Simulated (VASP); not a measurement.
The system is CsPbBr3.

```
CELL_PARAMETERS angstrom
5.85585 0.00000 0.00000
0.00000 5.85585 0.00000
0.00000 0.00000 5.85585
ATOMIC_POSITIONS crystal
Br 0.00000 0.50000 0.50000
Br 0.50000 0.00000 0.50000
Br 0.50000 0.50000 0.00000
Pb 0.50000 0.50000 0.50000
Cs 0.00000 0.00000 0.00000
```

| Property | Result |
| --- | --- |
| Program | VASP 6.6.1 |
| Task | relaxation of cell and atoms |
| Functional | PBE |
| Potentials or basis | VASP PAW PBE potentials, release 64 (Br, Pb_d, Cs_sv) |
| Cutoff | 600 eV |
| k mesh | 3 × 3 × 3 |
| Occupations | fermi-dirac, width 0.0806 eV |
| Spin | no spin polarisation |

At the start: pressure 1.3 GPa; volume 40.16 Å³/atom.

Problem. How do energy, volume and symmetry change on relaxing?

Solution. Over 3 steps the energy falls by 9.8 meV/atom and the volume is 42.72 Å³/atom (+6.4 %); space group Pm-3m (No. 221, to 0.1 Å) before and after.

Step by step:
```
step  energy change (eV)  largest force (eV/Å)  pressure (GPa)  volume (Å³)
   1              0.0000                0.0000            1.32       200.80
   2             -0.0469                0.0000            0.26       210.57
   3             -0.0492                0.0000           -0.01       213.59
```

Final structure:
```yaml
crystal:
  lattice:
    - [5.97757, 0.00000, 0.00000]
    - [0.00000, 5.97757, 0.00000]
    - [0.00000, 0.00000, 5.97757]
  atoms:
    - { symbol: Br, position: [0.00000, 0.50000, 0.50000] }
    - { symbol: Br, position: [0.50000, 0.00000, 0.50000] }
    - { symbol: Br, position: [0.50000, 0.50000, 0.00000] }
    - { symbol: Pb, position: [0.50000, 0.50000, 0.50000] }
    - { symbol: Cs, position: [0.00000, 0.00000, 0.00000] }
```
